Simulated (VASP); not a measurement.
Ti2BN, 4 atoms in the cell. Symmetry: P6/mmm, No. 191, hexagonal system. The conventional cell has a = 3.009 Å, b = 3.009 Å, c = 5.826 Å, α = 90.00°, β = 90.00°, γ = 120.00°. Within 1.9 Å of Ti (site symmetry 6mm) lie 1 B at 1.42 Å and 1 N at 1.49 Å. B (site symmetry 6/mmm) has 2 Ti at 1.42 Å within 1.9 Å. Within 2.0 Å of N (site symmetry 6/mmm) lie 2 Ti at 1.49 Å. 

| Quantity | Value |
| --- | --- |
| Program | VASP 6.6.1 |
| Task | single point |
| Functional | PBE |
| Potentials or basis | VASP PAW PBE potentials, release 64 (Ti_sv, B, N) |
| Cutoff | 520 eV |
| k mesh | 10 × 10 × 5 |
| Occupations | fermi-dirac, width 0.05 eV |
| Spin | no spin polarisation |
| Dipole correction | no |
| Further INCAR settings | ALGO = Normal; EDIFF = 1e-07; NBANDS = 24 |

Potentials or basis: VASP PAW PBE potentials, release 64 (Ti_sv, B, N).

Command:

```sh
$ cat potpaw_PBE.64/Ti_sv/POTCAR potpaw_PBE.64/B/POTCAR potpaw_PBE.64/N/POTCAR > POTCAR
$ mpirun -np 1 vasp_std > vasp.out
```

Hardware: 1 thread of Intel Xeon 6975P-C, with other jobs on the host.

Task: How long does it take, and how much memory?

Result: Run time: 36 s on 1 thread of Intel Xeon 6975P-C, on a shared host, peak memory 0.2 GiB. Counts: scf iterations 18, k points 42.
